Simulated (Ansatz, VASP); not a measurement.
BiCCl: VASP beside Ansatz

```
CELL_PARAMETERS angstrom
4.95869 0.00000 0.00000
-2.47934 4.29435 0.00000
0.00000 0.00000 5.66667
ATOMIC_POSITIONS crystal
Bi 0.66667 0.33333 0.25000
Bi 0.33333 0.66667 0.75000
C 0.00000 0.00000 0.50000
C 0.00000 0.00000 0.00000
Cl 0.33333 0.66667 0.25000
Cl 0.66667 0.33333 0.75000
```

Change from the starting cell: species swapped into the NdAsPd type (P6_3/mmc, No. 194).

Alike in both runs: functional PBE; k mesh 12 × 12 × 8; occupations gaussian, width 0.1 eV; no spin polarisation.

Ansatz relaxed the structure, and its values are those at the end. VASP's run is a single point on that final structure, the one shown.

|  | VASP | Ansatz |
| --- | --- | --- |
| version | VASP 6.6.1 | Ansatz 0.2.0 |
| potentials or method | VASP PAW PBE potentials, release 64 (Bi_d, C, Cl), cutoff 520 eV | scalar-relativistic, plane waves, PAW |
| valence electrons in the cell | 52 | 52 |

|  | VASP | Ansatz | Ansatz less VASP |
| --- | --- | --- | --- |
| gap on the k mesh at the Fermi level (eV) | none | none | - |
| pressure (GPa) | -0.1 | 0.0 | +0.05 |

A gap of «none» marks a metal or a gap that the smearing closes.

Neither program's run includes spin-orbit coupling.
